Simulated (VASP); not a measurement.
# NiO (R-3m) in VASP: further runs

Runs on NiO. Level: PBE. Tasks: single point.

All numbers are computed with VASP 6.6.1; they aren't measurements. Logs are shortened: lines on timing, memory, paths and dates and some standing lists are left out, and cuts for length are marked.

## Step 1: The cell of the first run

Symmetry: R-3m, No. 166, trigonal system. The conventional cell has a = 2.991 Å, b = 2.991 Å, c = 7.277 Å, α = 90.00°, β = 90.00°, γ = 120.00°. Ni (site symmetry -3m) has 6 O at 2.11 Å within 2.8 Å. O (site symmetry -3m) has 6 Ni at 2.11 Å within 2.8 Å.

## Step 2: Single point, PBE, collinear spin, antiferromagnetic start (9.39 Å³/atom)

Input file INCAR:

```
ALGO = Normal
EDIFF = 1E-6
ENCUT = 520
GGA = PE
ISIF = 2
ISMEAR = 0
ISPIN = 2
LASPH = T
LCHARG = T
LELF = T
LMAXMIX = 4
LORBIT = 11
LREAL = F
LVHAR = T
LWAVE = F
MAGMOM = 1.51 -1.51 0 0
NBANDS = 28
NELM = 150
PREC = Accurate
SIGMA = 0.05
```

Input file KPOINTS:

```
k-points
0
Gamma
  10 10 10
```

Input file POSCAR:

```
NiO
1.0
   -2.0961677344     -2.0961677344      4.2107754093
   -4.2107754093     -2.0961677344      2.0961677344
   -2.0961677344     -4.2107754093      2.0961677344
Ni O
2 2
Direct
    0.0000000000      0.0000000000      0.0000000000
    0.5000000000      0.5000000000      0.5000000000
    1.2499992777     -0.7500007223     -0.7500007223
    1.7500007223     -0.2499992777     -0.2499992777
```

Potentials or basis: VASP PAW PBE potentials, release 64 (Ni, O).

On the command line:

```sh
> cat potpaw_PBE.64/Ni/POTCAR potpaw_PBE.64/O/POTCAR > POTCAR
> mpirun -np 1 vasp_std > vasp.out
```

OUTCAR:

```text
EDIFF = 1E-6
   ENCUT = 520
   GGA = PE
   ISIF = 2
   ISMEAR = 0
   ISPIN = 2
   LASPH = T
   LORBIT = 11
   LREAL = F
   NELM = 150
   PREC = Accurate

 ion  position               nearest neighbor table
   1  0.000  0.000  0.000-   4 2.11   4 2.11   3 2.11   3 2.11   4 2.11   3 2.11   2 2.98   2 2.98
                             2 2.98   2 2.98   2 2.98   2 2.98
   2  0.500  0.500  0.500-   3 2.11   3 2.11   3 2.11   4 2.11   4 2.11   4 2.11   1 2.98   1 2.98
                             1 2.98   1 2.98   1 2.98   1 2.98
   3  0.250  0.250  0.250-   2 2.11   2 2.11   2 2.11   1 2.11   1 2.11   1 2.11
   4  0.750  0.750  0.750-   2 2.11   2 2.11   2 2.11   1 2.11   1 2.11   1 2.11

  LATTYP: Found a trigonal (rhomboedric) cell.
 ALAT       =     5.1496085180
 COS(alpha) =     0.8313791869

  Lattice vectors:

 A1 = (  -2.0961677344,  -2.0961677344,   4.2107754093)
 A2 = (  -4.2107754093,  -2.0961677344,   2.0961677344)
 A3 = (  -2.0961677344,  -4.2107754093,   2.0961677344)

Analysis of symmetry for initial positions (statically):
=====================================================================
 Subroutine PRICEL returns following result:

  LATTYP: Found a trigonal (rhomboedric) cell.
 ALAT       =     2.9774821211
 COS(alpha) =     0.4956160208
[... 12 lines left out ...]
 Subroutine GETGRP returns: Found 12 space group operations
 (whereof 12 operations were pure point group operations)
 out of a pool of 12 trial point group operations.

The static configuration has the point symmetry D_3d.

Analysis of symmetry for dynamics (positions and initial velocities):
=====================================================================
 Subroutine PRICEL returns following result:

  LATTYP: Found a trigonal (rhomboedric) cell.
 ALAT       =     2.9774821211
 COS(alpha) =     0.4956160208
[... 12 lines left out ...]
 Subroutine GETGRP returns: Found 12 space group operations
 (whereof 12 operations were pure point group operations)
 out of a pool of 12 trial point group operations.

The dynamic configuration has the point symmetry D_3d.

Analysis of structural, dynamic, and magnetic symmetry:
=====================================================================
 Subroutine PRICEL returns following result:

  LATTYP: Found a trigonal (rhomboedric) cell.
 ALAT       =     2.9774821211
 COS(alpha) =     0.4956160208
[... 12 lines left out ...]
 Subroutine GETGRP returns: Found 12 space group operations
 (whereof 12 operations were pure point group operations)
 out of a pool of 12 trial point group operations.

The overall configuration has the point symmetry D_3d.

 Subroutine INISYM returns: Found 12 space group operations
 (whereof 12 operations are pure point group operations),
 and found     2 'primitive' translations

----------------------------------------------------------------------------------------

                                     Primitive cell

  volume of cell :      18.7875

  direct lattice vectors                    reciprocal lattice vectors
    -2.105387705  0.009219970  2.105387705    -0.236969351  0.235931609  0.236969351
    -2.105387705 -2.105387705 -0.009219970    -0.236969351 -0.236969351 -0.235931609
     0.009219970 -2.105387705  2.105387705     0.235931609 -0.236969351  0.236969351

  length of vectors
     2.977482121  2.977482121  2.977482121     0.409844691  0.409844691  0.409844691

  position of ions in fractional coordinates (direct lattice)
     0.000000000  0.000000000  0.000000000
     0.499998555  0.499998555  0.499998555

  ion indices of the primitive-cell ions
   primitive index   ion index
                 1           1
                 2           3

----------------------------------------------------------------------------------------

 KPOINTS: k-points

Automatic generation of k-mesh.
 Grid dimensions read from file:
 generate k-points for:   10   10   10

 Generating k-lattice:

  Cartesian coordinates                     Fractional coordinates (reciprocal lattice)
     0.011796580  0.011796580  0.035493516     0.100000000  0.000000000  0.000000000
    -0.035493516  0.011796580 -0.011796580     0.000000000  0.100000000 -0.000000000
     0.011796580 -0.035493516 -0.011796580     0.000000000 -0.000000000  0.100000000

  Length of vectors
     0.039218723  0.039218723  0.039218723

  Shift w.r.t. Gamma in fractional coordinates (k-lattice)
     0.000000000  0.000000000  0.000000000

 Subroutine IBZKPT returns following result:
 ===========================================

 Found    116 irreducible k-points:

 Following reciprocal coordinates:
            Coordinates               Weight
  0.000000  0.000000  0.000000      1.000000
  0.100000  0.000000  0.000000      6.000000
  0.200000  0.000000  0.000000      6.000000
  0.300000  0.000000  0.000000      6.000000
  0.400000  0.000000  0.000000      6.000000
  0.500000  0.000000  0.000000      3.000000
[... 16 lines left out ...]
  0.300000  0.300000  0.000000      6.000000
  0.400000  0.300000  0.000000     12.000000
 [... further k-points ...]
   k-points           NKPTS =    116   k-points in BZ     NKDIM =    116   number of bands    NBANDS=     28
   number of dos      NEDOS =    301   number of ions     NIONS =      4
   total plane-waves  NPLWV =  64000
   dimension x,y,z NGX =    40 NGY =   40 NGZ =   40
   dimension x,y,z NGXF=    80 NGYF=   80 NGZF=   80
   ions per type =               2   2
   NGX,Y,Z   is equivalent  to a cutoff of  12.91, 12.91, 12.91 a.u.
   NGXF,Y,Z  is equivalent  to a cutoff of  25.83, 25.83, 25.83 a.u.
 SYSTEM =  unknown system
   PREC   = accura    normal or accurate (medium, high low for compatibility)
   ISTART =      0    job   : 0-new  1-cont  2-samecut
   ICHARG =      2    charge: 1-file 2-atom 10-const
   ISPIN  =      2    spin polarized calculation?
   LNONCOLLINEAR =      F non collinear calculations
   LSORBIT =      F    spin-orbit coupling
   LASPH  =      T    aspherical Exc in radial PAW
   ENCUT  =  520.0 eV  38.22 Ry    6.18 a.u.   9.57  9.57  9.57*2*pi/ulx,y,z
   NELM   =    150;   NELMIN=  2; NELMDL= -5     # of ELM steps
   EDIFF  = 0.1E-05   stopping-criterion for ELM
   LREAL  =      F    real-space projection
   EDIFFG = 0.1E-04   stopping-criterion for IOM
   NSW    =      0    number of steps for IOM
   IBRION =     -1    ionic relax: 0-MD 1-quasi-New 2-CG
   NFREE  =      0    steps in history (QN), initial steepest desc. (CG)
   ISIF   =      2    stress and relaxation
   ISYM   =      2    0-nonsym 1-usesym 2-fastsym
   POTIM  = 0.5000    time-step for ionic-motion
   TEBEG  =    0.0;   TEEND  =   0.0 temperature during run
   PSTRESS=    0.0 pullay stress
   NELECT =      32.0000    total number of electrons
   NUPDOWN=      -1.0000    fix difference up-down
   EMIN   =  10.00;   EMAX   =-10.00  energy-range for DOS
   EFERMI =   0.00;   METHOD = LEGACY
   ISMEAR =     0;   SIGMA  =   0.05  broadening in eV -4-tet -1-fermi 0-gaus
   EFERMI_NEDOS =   21; number of points for ismear=-14 and -15
   IALGO  =     38    algorithm
   IMIX   =      4    mixing-type and parameters
     AMIX     =   0.40;   BMIX     =  1.00
     AMIX_MAG =   1.60;   BMIX_MAG =  1.00
  volume/ion in A,a.u.               =       9.39        63.39
  Fermi-wavevector in a.u.,A,eV,Ry     =   1.551761  2.932404 32.762328  2.407963
  Thomas-Fermi vector in A             =   2.656234
   LORBIT       =     11    0 simple, 1 ext, 2 COOP (PROOUT), +10 PAW based schemes
   GGA     = PE    functional components
   LHFCALC =     F    Hartree Fock is set to
   AEXX    =    0.0000 exact exchange contribution
   IVDW    =     0    specifies the selected vdW correction
   LEPSILON=     F    determine dielectric tensor
   LRPA    =     F    only Hartree local field effects (RPA)
 spin polarized calculation
 Gauss-broadening in eV      SIGMA  =   0.05
  energy-cutoff  :      520.00
  volume of cell :       37.58
 maximum number of plane-waves:      1036
 NGX is ok and might be reduce to    40
   NGX = 19   NGY = 19   NGZ = 19

 number of electron      32.0000007 magnetization      -0.0000000

 Free energy of the ion-electron system (eV)
  ---------------------------------------------------
  ext. energy  EPLUGINS =         0.00000000
  ---------------------------------------------------
  free energy    TOTEN  =       -23.47912396 eV

  energy without entropy =      -23.47912396  energy(sigma->0) =      -23.47912396

 E-fermi :   7.1867     XC(G=0): -12.4982

 val. band max:        6.9027584590   @ k =   0.3000   0.3000   0.1000
 cond. band min:       7.8288415258   @ k =   0.5000   0.3000   0.3000
 fundamental gap:      0.9260830668
 Fermi energy:         7.1866649924

 spin component 1

 k-point     1 :       0.0000    0.0000    0.0000
  band No.  band energies     occupation
      1     -12.4691      1.00000
      2     -11.1473      1.00000
      3      -0.3035      1.00000
      4       2.1513      1.00000
      5       2.1514      1.00000
      6       4.7448      1.00000
[... 733 lines left out ...]
     27      25.6363      0.00000
     28      28.5795      0.00000

 [... further k-points ...]

 spin component 2

 k-point     1 :       0.0000    0.0000    0.0000
  band No.  band energies     occupation
      1     -12.4691      1.00000
      2     -11.1473      1.00000
      3      -0.3035      1.00000
      4       2.1510      1.00000
      5       2.1511      1.00000
      6       4.7448      1.00000
[... 733 lines left out ...]
     27      25.6363      0.00000
     28      28.5795      0.00000

 [... further k-points ...]

------------------------ aborting loop because EDIFF is reached ----------------------------------------

  FORCE on cell =-STRESS in cart. coord.  units (eV):
  Direction    XX          YY          ZZ          XY          YZ          ZX
  --------------------------------------------------------------------------------------
  -------------------------------------------------------------------------------------
  Total       -0.9359639     -0.9359639     -0.9359639      0.0085797     -0.0085797     -0.0085797
  in kB      -39.9089182    -39.9089182    -39.9089182      0.3658339     -0.3658339     -0.3658339
  external PRESSURE =     -39.9089182 kB  Pullay stress =       0.0000000 kB

 VOLUME and BASIS-vectors are now :
 -----------------------------------------------------------------------------
  energy-cutoff  :      520.00
  volume of cell :       37.58
      direct lattice vectors                 reciprocal lattice vectors
    -2.096167734 -2.096167734  4.210775409     0.117965804  0.117965804  0.354935156
    -4.210775409 -2.096167734  2.096167734    -0.354935156  0.117965804 -0.117965804
    -2.096167734 -4.210775409  2.096167734     0.117965804 -0.354935156 -0.117965804

 POSITION                                       TOTAL-FORCE (eV/Angst)
 -----------------------------------------------------------------------------------
      0.00000      0.00000      0.00000         0.000000     -0.000000      0.000000
     -4.20156     -4.20156      4.20156         0.000000     -0.000000      0.000000
     -2.10077     -2.10077      2.10077         0.000000      0.000000      0.000000
     -6.30234     -6.30234      6.30234        -0.000000     -0.000000     -0.000000
 -----------------------------------------------------------------------------------
    total drift:                               -0.000000     -0.000000      0.000000

  FREE ENERGIE OF THE ION-ELECTRON SYSTEM (eV)
  ---------------------------------------------------
  free  energy   TOTEN  =       -23.4791239550 eV

  energy  without entropy=      -23.4791239550  energy(sigma->0) =      -23.47912396

 total charge

# of ion       s       p       d       tot
------------------------------------------
    1        0.320   0.378   8.243   8.942
    2        0.320   0.378   8.243   8.942
    3        1.562   3.394   0.000   4.956
    4        1.562   3.394   0.000   4.956
--------------------------------------------------
tot          3.763   7.546  16.487  27.796

 magnetization (x)

# of ion       s       p       d       tot
------------------------------------------
    1       -0.009  -0.012   1.382   1.361
    2        0.009   0.012  -1.382  -1.361
    3        0.000   0.000   0.000   0.000
    4        0.000   0.000   0.000   0.000
--------------------------------------------------
tot          0.000  -0.000   0.000  -0.000
```

It took 6.9 min on 1 thread of Intel Xeon Platinum 8488C (Sapphire Rapids), shared host; peak memory 0.4 GiB.

What came out:

```yaml
Free_energy: -23.4791 eV
Pressure: -4.0 GPa
Band_gap_on_the_k_mesh: 0.93 eV
Net_moment: 0.00 μB per cell
Site_moments: Ni +1.36, -1.36; O +0.00 μB
Valence_electrons_inside_the_program's_atomic_spheres: Ni 8.94; O 4.96
```

Levels at points of the mesh, in eV from the valence-band top:
Spin up:
| k point | band 13 | band 14 | band 15 | band 16 | band 17 | band 18 | band 19 | band 20 |
| --- | --- | --- | --- | --- | --- | --- | --- | --- |
| (0.00, 0.00, 0.00) | -1.46 | -0.55 | -0.55 | -0.28 | 2.02 | 2.02 | 2.07 | 6.12 |
| (0.50, 0.00, 0.00) | -0.52 | -0.32 | -0.26 | -0.11 | 1.51 | 1.51 | 7.92 | 8.07 |
| (0.50, 0.50, 0.00) | -0.80 | -0.39 | -0.24 | -0.12 | 2.07 | 2.13 | 6.17 | 6.71 |
| (0.50, 0.50, 0.50) | -0.74 | -0.60 | -0.08 | -0.08 | 1.53 | 1.53 | 4.73 | 4.86 |
Spin down:
| k point | band 13 | band 14 | band 15 | band 16 | band 17 | band 18 | band 19 | band 20 |
| --- | --- | --- | --- | --- | --- | --- | --- | --- |
| (0.00, 0.00, 0.00) | -1.46 | -0.55 | -0.55 | -0.28 | 2.02 | 2.02 | 2.07 | 6.12 |
| (0.50, 0.00, 0.00) | -0.52 | -0.32 | -0.26 | -0.11 | 1.51 | 1.51 | 7.92 | 8.07 |
| (0.50, 0.50, 0.00) | -0.80 | -0.39 | -0.24 | -0.12 | 2.07 | 2.13 | 6.17 | 6.71 |
| (0.50, 0.50, 0.50) | -0.74 | -0.60 | -0.08 | -0.08 | 1.53 | 1.53 | 4.73 | 4.86 |

Caveat: the cell stands under tension. A k mesh can miss the band edges.

[end of part 1 of 2]
